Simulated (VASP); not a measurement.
# GaP: electric field gradients with PBE

The system is GaP.

```
Ga P
1.0
     0.00000    2.69800    2.72525
     2.69800    0.00000    2.72525
     2.69800    2.69800    0.00000
Ga P
1 1
Direct
  0.00000 0.00000 0.00000
  0.75000 0.75000 0.75000
```

This cell differs from its parent crystal: equal xx and yy strain of -1 %.

```
Program                : VASP 6.6.1
Task                   : electric field gradients
Functional             : PBE
Potentials or basis    : VASP PAW PBE potentials, release 64 (Ga_d, P)
Cutoff                 : 520 eV
k mesh                 : 10 × 10 × 10
Occupations            : fermi-dirac, width 0.05 eV
Spin                   : no spin polarisation
Dipole correction      : no
Further INCAR settings : ALGO = Normal; EDIFF = 1e-08; NBANDS = 16
```

```yaml
Pressure: 4.3 GPa
Band_gap_on_the_k_mesh: 1.52 eV (least direct gap 1.97 eV)
Largest_electric_field_gradient_by_atom: Ga -1.7; P +1.2 V/Å²
```

Stress tensor (GPa, compression positive):
```
4.56 0.00 0.00
0.00 4.56 0.00
0.00 0.00 3.81
```

Levels at points of the mesh, in eV from the valence-band top:
```csv
k point,band 6,band 7,band 8,band 9,band 10,band 11,band 12,band 13
"(0.00, 0.00, 0.00)",-12.66,-0.06,0.00,0.00,1.97,3.86,3.86,3.88
"(0.50, 0.00, 0.00)",-10.53,-6.77,-1.21,-1.12,1.71,4.66,4.74,8.31
"(0.50, 0.50, 0.00)",-9.64,-6.91,-2.72,-2.72,1.64,1.85,10.73,10.73
"(0.50, 0.00, 0.50)",-9.59,-6.84,-2.80,-2.79,1.57,1.75,10.71,10.72
```

Electric field gradients, principal values (V/Å²):
| atom | least | middle | greatest (by size) |
| --- | --- | --- | --- |
| 1 Ga | 0.854 | 0.865 | -1.719 |
| 2 P | -0.619 | -0.620 | 1.239 |

It took 100 s on 1 thread of Intel Xeon 8259CL, on a shared host, peak memory 0.21 GiB.

Caveat: the cell differs from its parent crystal (equal xx and yy strain of -1 %); the cell stands under pressure; without QUAD_EFG the Cq values of the log hold for a quadrupole moment of 1 mb, not for the nuclei. A k mesh can miss the band edges.
